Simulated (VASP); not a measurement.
Write the native input for VASP 6.6.1 that does the following.

```
Task                   : single point
Functional             : PBE
Dispersion             : D4
Potentials or basis    : VASP PAW PBE potentials, release 64 (W_sv)
Cutoff                 : 500 eV
k mesh                 : 8 × 8 × 8
Occupations            : fermi-dirac, width 0.1 eV
Spin                   : no spin polarisation
Dipole correction      : no
Further INCAR settings : ALGO = Normal; EDIFF = 1e-06; NBANDS = 13
```

The structure of W lies in POSCAR:

```
W
1.0
   -1.5959048000      1.5959048000      1.5959048000
    1.5959048000     -1.5959048000      1.5959048000
    1.5959048000      1.5959048000     -1.5959048000
W
1
Direct
    0.0000000000      0.0000000000      0.0000000000
```

One way to write it, as run:

INCAR

```
ALGO = Normal
EDIFF = 1E-6
ENCUT = 500
GGA = PE
GGA_COMPAT = False
ISIF = 2
ISMEAR = -1
IVDW = 13
LASPH = True
LCHARG = True
LELF = True
LREAL = False
LVHAR = True
LWAVE = False
NBANDS = 13
NELM = 120
PREC = Accurate
SIGMA = 0.1
```

KPOINTS

```
k-points
0
Gamma
  8 8 8
```

Potentials or basis: VASP PAW PBE potentials, release 64 (W_sv).

Launch:

```console
$ cat potpaw_PBE.64/W_sv/POTCAR > POTCAR
$ mpirun -np 1 vasp_std > vasp.out
```

It gave:

```yaml
Pressure: -8.1 GPa
Band_gap_on_the_k_mesh: zero (band 7 reaches 16.07 eV, above the bottom of band 8 at 9.90 eV)
Dispersion_energy_per_atom: -0.705 eV
```

Caveat: spin-orbit coupling is left out, which moves the levels of the heavy elements; pairwise dispersion overbinds metals, which lowers pressure and volume.

It took 9.6 s on 1 thread of Intel(R) Xeon(R) Platinum 8488C (Sapphire Rapids) (shared host), peak memory 0.12 GiB.
